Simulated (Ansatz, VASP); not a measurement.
**Nb2Si2O in VASP and in Ansatz**

Contents of INCAR:

```
SYSTEM = Nb2Si2O
PREC = Accurate
ENCUT = 600
EDIFF = 1E-7
ISMEAR = 0
SIGMA = 0.1
LREAL = .False.
LASPH = .True.
NELM = 60
ALGO = Normal
ISIF = 3
LWAVE = .False.
LCHARG = .False.
GGA = PE
IBRION = 2
NSW = 90
EDIFFG = -0.04
```

File KPOINTS:

```
Automatic mesh
0
Gamma
  6 6 6
  0 0 0
```

Contents of POSCAR:

```
Nb2Si2O
1.0
   -1.8585939100      1.8585939100      5.0904363500
    1.8585939100     -1.8585939100      5.0904363500
    1.8585939100      1.8585939100     -5.0904363500
Nb Si O
2 2 1
Direct
    0.7500000000      0.2500000000      0.5000000000
    0.2500000000      0.7500000000      0.5000000000
    0.3750000000      0.3750000000      0.0000000000
    0.6250000000      0.6250000000      0.0000000000
    0.0000000000      0.0000000000      0.0000000000
```

Input for Ansatz:

```yaml
crystal:
  lattice:
    - [-1.85859391, 1.85859391, 5.09043635]
    - [1.85859391, -1.85859391, 5.09043635]
    - [1.85859391, 1.85859391, -5.09043635]
  atoms:
    - { symbol: Nb, position: [0.75, 0.25, 0.5] }
    - { symbol: Nb, position: [0.25, 0.75, 0.5] }
    - { symbol: Si, position: [0.375, 0.375, 0.0] }
    - { symbol: Si, position: [0.625, 0.625, 0.0] }
    - { symbol: O, position: [0.0, 0.0, 0.0] }
basis:
  ecutwfc: 420
kpoints:
  mp_grid: { grid: [6, 6, 6] }
hamiltonian:
  xc: pbe
scf:
  occupations: { method: gaussian, width: 0.1 }
  lower_state_search: "off"
output:
  forces: true
  stress: true
  eigenvalues: true
relax:
  adjacent_minimum: "off"
  f_tol: 0.04
  max_steps: 70
  cell: { stress_tol: 0.4 }
```

Change from the starting cell: species swapped into the NdCo2B2 type (I4/mmm, No. 139).

Alike in both runs: task relaxation of cell and atoms; functional PBE; k mesh 6 × 6 × 6; occupations gaussian, width 0.1 eV; no spin polarisation.

|  | VASP | Ansatz |
| --- | --- | --- |
| version | VASP 6.6.1 | Ansatz 0.2.0 |
| potentials or method | VASP PAW PBE potentials, release 64 (Nb_sv, Si, O), cutoff 600 eV | scalar-relativistic, plane waves, PAW |
| valence electrons in the cell | 40 | 40 |

Ansatz gave:

```
gap on the k mesh at the Fermi level, each at its own relaxed structure (eV) : none
relaxed volume (Å³/atom)                                                     : 16.44
relaxed length of the cell vector where the two differ most in proportion (Å)              : 4.790
```

Problem. Which values does VASP return?

Solution. gap on the k mesh at the Fermi level, each at its own relaxed structure (eV): none; relaxed volume (Å³/atom): 16.02; relaxed length of the cell vector where the two differ most in proportion (Å): 4.755.

A gap of «none» marks a metal or a gap that the smearing closes.

The k mesh is coarse, so the values compare programs but aren't converged.
